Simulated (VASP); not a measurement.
The system is SrMo2.

```xyz
3
Lattice="1.6286 0.9402 6.3055 -1.6286 0.9402 6.3055 0.0000 -1.8805 6.3055" Properties=species:S:1:pos:R:3 pbc="T T T"
Sr    0.0000    0.0000    0.0000
Mo    0.0000    0.0000   14.1572
Mo    0.0000    0.0000   11.0643
```

```yaml
Program: VASP 6.6.1
Task: relaxation of cell and atoms
Functional: PBE
Potentials_or_basis: VASP PAW PBE potentials, release 64 (Sr_sv, Mo_sv)
Cutoff: 600 eV
k_mesh: 6 × 6 × 6
Occupations: gaussian, width 0.1 eV
Spin: no spin polarisation
```

At the start: pressure 26.2 GPa; volume 19.31 Å³/atom.

How do energy, volume and symmetry change on relaxing?

Over 17 steps the energy falls by 2903.3 meV/atom and the volume is 23.60 Å³/atom (+22.2 %); space group R3m (No. 160, to 0.1 Å) before and after.

The path:
| step | energy change (eV) | largest force (eV/Å) | pressure (GPa) | volume (Å³) |
| --- | --- | --- | --- | --- |
| 1 | 0.0000 | 5.8935 | 26.20 | 57.93 |
| 2 | -2.3670 | 2.8793 | -10.61 | 88.64 |
| 3 | -2.4377 | 3.1339 | -7.97 | 80.59 |
| 4 | -4.5708 | 4.1607 | -10.52 | 74.54 |
| 5 | -8.2975 | 0.2425 | 7.81 | 60.79 |
| 6 | -8.2709 | 1.8282 | -0.13 | 62.56 |
| 7 | -8.3234 | 0.9280 | 4.39 | 61.48 |
| 8 | -8.5255 | 1.7984 | 8.99 | 66.15 |
| 9 | -8.5312 | 0.6677 | 7.86 | 65.07 |
| 10 | -8.6587 | 0.0771 | -3.31 | 75.35 |
| 11 | -8.6982 | 0.1603 | -0.39 | 71.77 |
| 12 | -8.6982 | 0.1647 | -0.26 | 71.63 |
| 13 | -8.7053 | 0.1511 | -0.06 | 71.27 |
| 14 | -8.7095 | 0.1323 | 0.28 | 70.70 |
| 15 | -8.7089 | 0.1986 | -0.57 | 71.04 |
| 16 | -8.7099 | 0.0427 | -0.05 | 70.83 |
| 17 | -8.7100 | 0.0345 | -0.02 | 70.79 |

Final structure:
```xyz
3
Lattice="1.6736 0.9662 7.2964 -1.6736 0.9662 7.2964 0.0000 -1.9325 7.2964" Properties=species:S:1:pos:R:3 pbc="T T T"
Sr    0.0000    0.0000    0.0118
Mo    0.0000    0.0000   17.4599
Mo    0.0000    0.0000   11.7131
```

Caveat: the k points lie up to 0.36 Å⁻¹ apart in the final cell, too coarse for converged energies and pressures of a metal; the volume moved by over 15 % at a fixed basis, so the end points are rough.
